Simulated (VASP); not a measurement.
Write the native input for VASP 6.6.1 that does the following.

```
Task                               : single point
Functional                         : B3LYP
Potentials or basis                : VASP PAW PBE potentials, release 64 (Mg, O)
Cutoff                             : 520 eV
k mesh                             : 5 × 5 × 5
Occupations                        : fermi-dirac, width 0.05 eV
Spin                               : no spin polarisation
Dipole correction                  : no
Grid for exact exchange (PRECFOCK) : Normal
Further INCAR settings             : ALGO = Normal; EDIFF = 1e-06; NBANDS = 11
Share of exact exchange            : 0.2
```

MgO:

```
Mg O
1.0
     0.00000    2.29050    2.29050
     2.29050    0.00000    2.29050
     2.29050    2.29050    0.00000
Mg O
1 1
Direct
  0.50000 0.50000 0.50000
  0.75000 0.75000 0.75000
```

The input as run:

POSCAR

```
MgO
1.0
    0.0000000000      2.2905040957      2.2905040957
    2.2905040957      0.0000000000      2.2905040957
    2.2905040957      2.2905040957      0.0000000000
Mg O
1 1
Direct
    0.5000000000      0.5000000000      0.5000000000
    0.7500000000      0.7500000000      0.7500000000
```

INCAR.step1

```
SYSTEM = MgO
ALGO     = Normal         ! electronic algorithm
EDIFF    = 1E-5           ! SCF threshold, eV
ENCUT    = 520            ! plane-wave cutoff, eV
GGA      = PE             ! functional
ISIF     = 2              ! what is computed and relaxed
ISMEAR   = -1             ! smearing method
LASPH    = .TRUE.         ! aspherical terms in the spheres
LREAL    = .FALSE.        ! projectors in reciprocal space
LWAVE    = .TRUE.         ! write WAVECAR
NBANDS   = 11             ! bands
NELM     = 60             ! most SCF steps
PREC     = Accurate       ! precision mode
SIGMA    = 0.05           ! smearing width, eV
```

INCAR.step2

```
SYSTEM = MgO
AEXX     = 0.2            ! exact-exchange fraction
AGGAC    = 0.81         
AGGAX    = 0.72         
ALDAC    = 0.19         
ALGO     = Normal         ! electronic algorithm
EDIFF    = 1E-6           ! SCF threshold, eV
ENCUT    = 520            ! plane-wave cutoff, eV
GGA      = B3             ! functional
ISIF     = 2              ! what is computed and relaxed
ISMEAR   = -1             ! smearing method
ISTART   = 1            
LASPH    = .TRUE.         ! aspherical terms in the spheres
LCHARG   = .TRUE.         ! write CHGCAR
LELF     = .TRUE.         ! ELF
LHFCALC  = .TRUE.         ! exact exchange
LREAL    = .FALSE.        ! projectors in reciprocal space
LVHAR    = .TRUE.       
LWAVE    = .FALSE.        ! write WAVECAR
NBANDS   = 11             ! bands
NELM     = 60             ! most SCF steps
PREC     = Accurate       ! precision mode
PRECFOCK = Normal       
SIGMA    = 0.05           ! smearing width, eV
```

KPOINTS

```
k-points
0
G
  5 5 5
  0 0 0
```

Potentials or basis: VASP PAW PBE potentials, release 64 (Mg, O).

Run with:

```bash
$ cat potpaw_PBE.64/Mg/POTCAR potpaw_PBE.64/O/POTCAR > POTCAR
$ cp INCAR.step1 INCAR
$ mpirun -np 1 vasp_std > vasp.out
$ cp INCAR.step2 INCAR
$ mpirun -np 1 vasp_std > vasp.out
```

It gave:

```yaml
Pressure: 0.2 GPa
Band_gap_on_the_k_mesh: 5.70 eV
```

Caveat: the k points lie up to 0.48 Å⁻¹ apart; the PAW data sets were made with another functional, which shifts forces and pressure a little.

Run time: 79 s on 1 thread of Intel(R) Xeon(R) 6975P-C (Granite Rapids) (shared host), peak memory 0.15 GiB.
